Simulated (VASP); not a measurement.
Wanted: the native input for a VASP 6.6.1 run.

```
Task                   : single point
Functional             : PBE
Potentials or basis    : VASP PAW PBE potentials, release 64 (La, P, Ru_pv, O)
Cutoff                 : 520 eV
k mesh                 : 8 × 8 × 4
Occupations            : gaussian, width 0.05 eV
Spin                   : no spin polarisation
Dipole correction      : no
Further INCAR settings : ALGO = Normal; EDIFF = 1e-06; NBANDS = 46
```

The structure of LaPRuO lies in POSCAR:

```
LaPRuO
1.0
    4.0800821740      0.0000000000      0.0000000000
    0.0000000000      4.0800821740      0.0000000000
    0.0000000000      0.0000000000      8.6123335010
La P Ru O
2 2 2 2
Direct
    0.0000000000      0.5000000000      0.8565844966
    0.5000000000      0.0000000000      0.1434155034
    0.5000000000      0.0000000000      0.6339721614
    0.0000000000      0.5000000000      0.3660278386
    0.0000000000      0.0000000000      0.5000000000
    0.5000000000      0.5000000000      0.5000000000
    0.5000000000      0.5000000000      0.0000000000
    0.0000000000      0.0000000000      0.0000000000
```

These files were run (other wordings do the same):

INCAR

```
SYSTEM = LaPRuO
ALGO = Normal
EDIFF = 1E-6
ENCUT = 520
GGA = PE
ISIF = 2
ISMEAR = 0
LASPH = .True.
LCHARG = .False.
LREAL = .False.
LWAVE = .False.
NBANDS = 46
NELM = 100
PREC = Accurate
SIGMA = 0.05
```

KPOINTS

```
k-points
0
Gamma
  8 8 4
  0 0 0
```

Potentials or basis: VASP PAW PBE potentials, release 64 (La, P, Ru_pv, O).

Run with:

```sh
$ cat potpaw_PBE.64/La/POTCAR potpaw_PBE.64/P/POTCAR potpaw_PBE.64/Ru_pv/POTCAR potpaw_PBE.64/O/POTCAR > POTCAR
$ mpirun -np 1 vasp_std > vasp.out
```

Results of the run:

| Quantity | Value |
| --- | --- |
| Pressure | -2.1 GPa |
| Largest force | 0.007 eV/Å |
| Band gap on the k mesh | zero (bands 36 and 37 overlap by 0.98 eV) |

Caveat: spin-orbit coupling is left out, which moves the levels of the heavy elements.

It took 3.2 min on 1 thread of Intel(R) Xeon(R) 6975P-C (Granite Rapids), on a shared host, peak memory 0.44 GiB.
